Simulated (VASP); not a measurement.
# TePb in VASP: notebook

Runs on TePb. Level: PBE. Tasks: single point.

Program: VASP 6.6.1. These are calculated values, not measurements. Logs are shortened: lines on timing, memory, paths and dates and some standing lists are left out, and cuts for length are marked.

## Step 1: The cell of the first run

The structure is tetragonal, space group I4/mmm (No. 139). Conventional cell: a = 4.639 Å, b = 4.639 Å, c = 6.758 Å, α = 90.00°, β = 90.00°, γ = 90.00°. Within 4.3 Å of Pb (site symmetry 4/mmm) lie 6 Te at 3.28 to 3.38 Å. Te (site symmetry 4/mmm) has 6 Pb at 3.28 to 3.38 Å within 4.3 Å.

## Step 2: Single point, PBE, non-collinear spin, zero start, spin-orbit coupling

File INCAR:

```
PREC     = Accurate       # precision mode
ENCUT    = 520            # plane-wave cutoff, eV
EDIFF    = 1E-6           # SCF threshold, eV
ISMEAR   = 0              # smearing method
SIGMA    = 0.05           # smearing width, eV
LREAL    = F              # projectors in reciprocal space
LASPH    = T              # aspherical terms in the spheres
NELM     = 150            # most SCF steps
ALGO     = Normal         # electronic algorithm
ISIF     = 2              # what is computed and relaxed
LWAVE    = F              # write WAVECAR
LCHARG   = F              # write CHGCAR
MAGMOM   = 0 0 0 0 0 0    # initial moments
LORBIT   = 11             # projections on sites
LSORBIT  = T              # spin-orbit coupling
GGA_COMPAT= F            
LORBMOM  = T            
GGA      = PE             # functional
NBANDS   = 32             # bands
```

File KPOINTS:

```
regular mesh
0
Gamma
  6 6 6
```

File POSCAR:

```
TePb
1.0
    0.0000000000      3.2803826274      3.3787941062
    3.2803826274      0.0000000000      3.3787941062
    3.2803826274      3.2803826274      0.0000000000
Pb Te
1 1
Direct
    0.5000000000      0.5000000000      0.5000000000
    0.0000000000      0.0000000000      0.0000000000
```

Potentials or basis: VASP PAW PBE potentials, release 64 (Pb_d, Te).

Run with:

```sh
cat potpaw_PBE.64/Pb_d/POTCAR potpaw_PBE.64/Te/POTCAR > POTCAR
mpirun -np 1 vasp_ncl > vasp.out
```

OUTCAR:

```text
PREC = Accurate
   ENCUT = 520
   EDIFF = 1E-6
   ISMEAR = 0
   LREAL = F
   LASPH = T
   NELM = 150
   ISIF = 2
   LORBIT = 11
   LSORBIT = T
   GGA = PE

 ion  position               nearest neighbor table
   1  0.500  0.500  0.500-   2 3.28   2 3.28   2 3.28   2 3.28   2 3.38   2 3.38
   2  0.000  0.000  0.000-   1 3.28   1 3.28   1 3.28   1 3.28   1 3.38   1 3.38

  LATTYP: Found a body centered tetragonal cell.
 ALAT       =     4.6391616014
 C/A-ratio  =     1.4566399692

  Lattice vectors:

 A1 = (  -3.2803826274,   0.0000000000,   3.3787941062)
 A2 = (   3.2803826274,   0.0000000000,   3.3787941062)
 A3 = (   0.0000000000,   3.2803826274,  -3.3787941062)

Analysis of symmetry for initial positions (statically):
=====================================================================
 Subroutine PRICEL returns:
 Original cell was already a primitive cell.

 Routine SETGRP: Setting up the symmetry group for a
 body centered tetragonal supercell.

 Subroutine GETGRP returns: Found 16 space group operations
 (whereof 16 operations were pure point group operations)
 out of a pool of 16 trial point group operations.

The static configuration has the point symmetry D_4h.

Analysis of symmetry for dynamics (positions and initial velocities):
=====================================================================
 Subroutine PRICEL returns:
 Original cell was already a primitive cell.

 Routine SETGRP: Setting up the symmetry group for a
 body centered tetragonal supercell.

 Subroutine GETGRP returns: Found 16 space group operations
 (whereof 16 operations were pure point group operations)
 out of a pool of 16 trial point group operations.

The dynamic configuration has the point symmetry D_4h.

Analysis of structural, dynamic, and magnetic symmetry:
=====================================================================
 Subroutine PRICEL returns:
 Original cell was already a primitive cell.

 Routine SETGRP: Setting up the symmetry group for a
 body centered tetragonal supercell.

 Subroutine GETGRP returns: Found 16 space group operations
 (whereof 16 operations were pure point group operations)
 out of a pool of 16 trial point group operations.

The overall configuration has the point symmetry D_4h.

 Subroutine INISYM returns: Found 16 space group operations
 (whereof 16 operations are pure point group operations),
 and found     1 'primitive' translations

----------------------------------------------------------------------------------------

                                     Primitive cell

  volume of cell :      72.7178

  direct lattice vectors                    reciprocal lattice vectors
     0.000000000  3.280382627  3.378794106    -0.152421244  0.152421244  0.147981790
     3.280382627  0.000000000  3.378794106     0.152421244 -0.152421244  0.147981790
     3.280382627  3.280382627  0.000000000     0.152421244  0.152421244 -0.147981790

  length of vectors
     4.709263190  4.709263190  4.639161601     0.261463346  0.261463346  0.261463346

  position of ions in fractional coordinates (direct lattice)
     0.500000000  0.500000000  0.500000000
     0.000000000  0.000000000  0.000000000

  ion indices of the primitive-cell ions
   primitive index   ion index
                 1           1
                 2           2

----------------------------------------------------------------------------------------

 KPOINTS: regular mesh

Automatic generation of k-mesh.
 Grid dimensions read from file:
 generate k-points for:    6    6    6

 Generating k-lattice:

  Cartesian coordinates                     Fractional coordinates (reciprocal lattice)
    -0.025403541  0.025403541  0.024663632     0.166666667  0.000000000  0.000000000
     0.025403541 -0.025403541  0.024663632     0.000000000  0.166666667  0.000000000
     0.025403541  0.025403541 -0.024663632    -0.000000000 -0.000000000  0.166666667

  Length of vectors
     0.043577224  0.043577224  0.043577224

  Shift w.r.t. Gamma in fractional coordinates (k-lattice)
     0.000000000  0.000000000  0.000000000

 Subroutine IBZKPT returns following result:
 ===========================================

 Found     30 irreducible k-points:

 Following reciprocal coordinates:
            Coordinates               Weight
  0.000000  0.000000  0.000000      1.000000
  0.166667  0.000000  0.000000      8.000000
[... 54 lines left out ...]
   EMIN   =  10.00;   EMAX   =-10.00  energy-range for DOS
   EFERMI =   0.00;   METHOD = LEGACY
   ISMEAR =     0;   SIGMA  =   0.05  broadening in eV -4-tet -1-fermi 0-gaus
   EFERMI_NEDOS =   21; number of points for ismear=-14 and -15
   IALGO  =     38    algorithm
   IMIX   =      4    mixing-type and parameters
     AMIX     =   0.40;   BMIX     =  1.00
     AMIX_MAG =   1.60;   BMIX_MAG =  1.00
  volume/ion in A,a.u.               =      36.36       245.36
  Fermi-wavevector in a.u.,A,eV,Ry     =   1.064644  2.011886 15.421765  1.133468
  Thomas-Fermi vector in A             =   2.200170
   LORBIT       =     11    0 simple, 1 ext, 2 COOP (PROOUT), +10 PAW based schemes
   GGA     = PE    functional components
   LHFCALC =     F    Hartree Fock is set to
   AEXX    =    0.0000 exact exchange contribution
   IVDW    =     0    specifies the selected vdW correction
   LEPSILON=     F    determine dielectric tensor
   LRPA    =     F    only Hartree local field effects (RPA)
 Gauss-broadening in eV      SIGMA  =   0.05
  energy-cutoff  :      520.00
  volume of cell :       72.72
 maximum number of plane-waves:      3952
   NGX = 17   NGY = 17   NGZ = 17

 number of electron      20.0000000 magnetization       0.0000000      0.0000000      0.0000000

 number of electron      19.9999996 magnetization       0.0000000     -0.0000000     -0.0000000

 number of electron      19.9999996 magnetization      -0.0000000      0.0000000      0.0000000

 Free energy of the ion-electron system (eV)
  ---------------------------------------------------
  ext. energy  EPLUGINS =         0.00000000
  ---------------------------------------------------
  free energy    TOTEN  =        -8.03196092 eV

  energy without entropy =       -8.03185119  energy(sigma->0) =       -8.03190606

 E-fermi :   4.8585     XC(G=0):  -8.9575

 val. band max:        4.7834879076   @ k =   0.5000   0.0000   0.0000
 cond. band min:       4.9336051575   @ k =   0.5000   0.0000   0.0000
 fundamental gap:      0.1501172499
 Fermi energy:         4.8585465625

 k-point     1 :       0.0000    0.0000    0.0000
  band No.  band energies     occupation
      1     -13.3617      1.00000
      2     -13.3617      1.00000
      3     -13.3504      1.00000
      4     -13.3504      1.00000
      5     -10.8037      1.00000
      6     -10.8037      1.00000
[... 829 lines left out ...]
     31      14.7902      0.00000
     32      14.7903      0.00000

 [... further k-points ...]

------------------------ aborting loop because EDIFF is reached ----------------------------------------

  FORCE on cell =-STRESS in cart. coord.  units (eV):
  Direction    XX          YY          ZZ          XY          YZ          ZX
  --------------------------------------------------------------------------------------
  -------------------------------------------------------------------------------------
  Total       -0.0499099     -0.0499099     -1.0602376      0.0000000      0.0000000      0.0000000
  in kB       -1.0996563     -1.0996563    -23.3600106      0.0000000      0.0000000      0.0000000
  external PRESSURE =      -8.5197744 kB  Pullay stress =       0.0000000 kB

 VOLUME and BASIS-vectors are now :
 -----------------------------------------------------------------------------
  energy-cutoff  :      520.00
  volume of cell :       72.72
      direct lattice vectors                 reciprocal lattice vectors
     0.000000000  3.280382627  3.378794106    -0.152421244  0.152421244  0.147981790
     3.280382627  0.000000000  3.378794106     0.152421244 -0.152421244  0.147981790
     3.280382627  3.280382627  0.000000000     0.152421244  0.152421244 -0.147981790

 POSITION                                       TOTAL-FORCE (eV/Angst)
 -----------------------------------------------------------------------------------
      3.28038      3.28038      3.37879         0.000000     -0.000000      0.000000
      0.00000      0.00000      0.00000        -0.000000      0.000000     -0.000000
 -----------------------------------------------------------------------------------
    total drift:                                0.000000      0.000000      0.000000

  FREE ENERGIE OF THE ION-ELECTRON SYSTEM (eV)
  ---------------------------------------------------
  free  energy   TOTEN  =        -8.0319609237 eV

  energy  without entropy=       -8.0318511916  energy(sigma->0) =       -8.03190606

 orbital moment (x)

 # of ion     p       d       tot
 ----------------------------------------
  1         0.000   0.000   0.000
  2        -0.000  -0.000  -0.000
 ----------------------------------------
            0.000   0.000   0.000

 orbital moment (y)

 # of ion     p       d       tot
 ----------------------------------------
  1         0.000   0.000   0.000
  2         0.000  -0.000   0.000
 ----------------------------------------
            0.000   0.000   0.000

 orbital moment (z)

 # of ion     p       d       tot
 ----------------------------------------
  1         0.000   0.000   0.000
  2         0.000   0.000   0.000
 ----------------------------------------
            0.000   0.000   0.000

 Spin-Orbit-Coupling matrix elements

 Ion:    1  E_soc:     -0.8831318
 l=   1
     0.0000000    -0.0793946    -0.0813093
    -0.0793946     0.0000000    -0.0793946
    -0.0813093    -0.0793946     0.0000000
 l=   2
     0.0000000    -0.0134171     0.0000000    -0.0134171    -0.0537662
    -0.0134171     0.0000000    -0.0402945    -0.0134151    -0.0134315
     0.0000000    -0.0402945     0.0000000    -0.0402945     0.0000000
    -0.0134171    -0.0134151    -0.0402945     0.0000000    -0.0134315
    -0.0537662    -0.0134315     0.0000000    -0.0134315     0.0000000
 l=   3
     0.0000000     0.0000000     0.0000000     0.0000000     0.0000000     0.0000000     0.0000000
     0.0000000     0.0000000     0.0000000     0.0000000     0.0000000     0.0000000     0.0000000
     0.0000000     0.0000000     0.0000000     0.0000000     0.0000000     0.0000000     0.0000000
     0.0000000     0.0000000     0.0000000     0.0000000     0.0000000     0.0000000     0.0000000
     0.0000000     0.0000000     0.0000000     0.0000000     0.0000000     0.0000000     0.0000000
     0.0000000     0.0000000     0.0000000     0.0000000     0.0000000     0.0000000     0.0000000
     0.0000000     0.0000000     0.0000000     0.0000000     0.0000000     0.0000000     0.0000000

 Ion:    2  E_soc:     -0.2133924
 l=   1
     0.0000000    -0.0357936    -0.0351891
    -0.0357936     0.0000000    -0.0357936
    -0.0351891    -0.0357936     0.0000000
 l=   2
     0.0000000    -0.0000081     0.0000000    -0.0000081     0.0000374
    -0.0000081     0.0000000     0.0000243    -0.0000059     0.0000081
     0.0000000     0.0000243     0.0000000     0.0000243     0.0000000
    -0.0000081    -0.0000059     0.0000243     0.0000000     0.0000081
     0.0000374     0.0000081     0.0000000     0.0000081     0.0000000
 l=   3
     0.0000000     0.0000000     0.0000000     0.0000000     0.0000000     0.0000000     0.0000000
     0.0000000     0.0000000     0.0000000     0.0000000     0.0000000     0.0000000     0.0000000
     0.0000000     0.0000000     0.0000000     0.0000000     0.0000000     0.0000000     0.0000000
     0.0000000     0.0000000     0.0000000     0.0000000     0.0000000     0.0000000     0.0000000
     0.0000000     0.0000000     0.0000000     0.0000000     0.0000000     0.0000000     0.0000000
     0.0000000     0.0000000     0.0000000     0.0000000     0.0000000     0.0000000     0.0000000
     0.0000000     0.0000000     0.0000000     0.0000000     0.0000000     0.0000000     0.0000000

 total charge

# of ion       s       p       d       tot
------------------------------------------
    1        1.454   0.564   9.830  11.848
    2        1.377   1.973   0.014   3.364
--------------------------------------------------
tot          2.831   2.538   9.844  15.212

 magnetization (x)

# of ion       s       p       d       tot
------------------------------------------
    1       -0.000   0.000  -0.000  -0.000
    2       -0.000   0.000   0.000  -0.000
--------------------------------------------------
tot         -0.000   0.000  -0.000  -0.000

 magnetization (y)

# of ion       s       p       d       tot
------------------------------------------
    1        0.000   0.000   0.000   0.000
    2        0.000  -0.000   0.000   0.000
--------------------------------------------------
tot          0.000  -0.000   0.000   0.000

 magnetization (z)

# of ion       s       p       d       tot
------------------------------------------
    1        0.000   0.000  -0.000   0.000
    2        0.000   0.000   0.000   0.000
--------------------------------------------------
tot          0.000   0.000  -0.000   0.000
```

It took 3.8 min on 1 thread of Intel Xeon Platinum 8259CL at 2.50GHz (Skylake/Cascade Lake), shared host; peak memory 0.45 GiB.

Results:

```yaml
Free_energy: -8.0320 eV
Pressure: -0.9 GPa
Net_moment: 0.00 μB per cell
Valence_electrons_inside_the_program's_atomic_spheres: Pb 11.85; Te 3.36
```

Moments on the atoms (μB; x, y, z):
```
Pb  0.00 0.00 0.00
Te  0.00 0.00 0.00
```

(Continued in part 2 of 2.)
